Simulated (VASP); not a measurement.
Re, 1 atom in the cell. Symmetry: Im-3m, No. 229, cubic system. The conventional cell has a = 3.028 Å, b = 3.028 Å, c = 3.028 Å, α = 90.00°, β = 90.00°, γ = 90.00°. Within 3.5 Å of Re (site symmetry m-3m) lie 14 Re at 2.62 to 3.03 Å.  This cell differs from its parent crystal: volume scaled by 0.92.

| Item | Value |
| --- | --- |
| Program | VASP 6.6.1 |
| Task | single point |
| Functional | PBE |
| Potentials or basis | VASP PAW PBE potentials, release 64 (Re) |
| Cutoff | 520 eV |
| k mesh | 23 × 23 × 23 |
| Occupations | fermi-dirac, width 0.1 eV |
| Spin | no spin polarisation |
| Dipole correction | no |
| Further INCAR settings | ALGO = Normal; EDIFF = 1e-06; NBANDS = 10 |

Potentials or basis: VASP PAW PBE potentials, release 64 (Re).

Command:

```sh
$ cat potpaw_PBE.64/Re/POTCAR > POTCAR
$ mpirun -np 1 vasp_std > vasp.out
```

Hardware: 1 thread of AMD EPYC 7R13, with other jobs on the host.

Task: Estimate the wall time of this run.

Result: Wall time 98 s on 1 thread of AMD EPYC 7R13 (shared host), peak memory 0.14 GiB. Counts: scf iterations 11, k points 364.
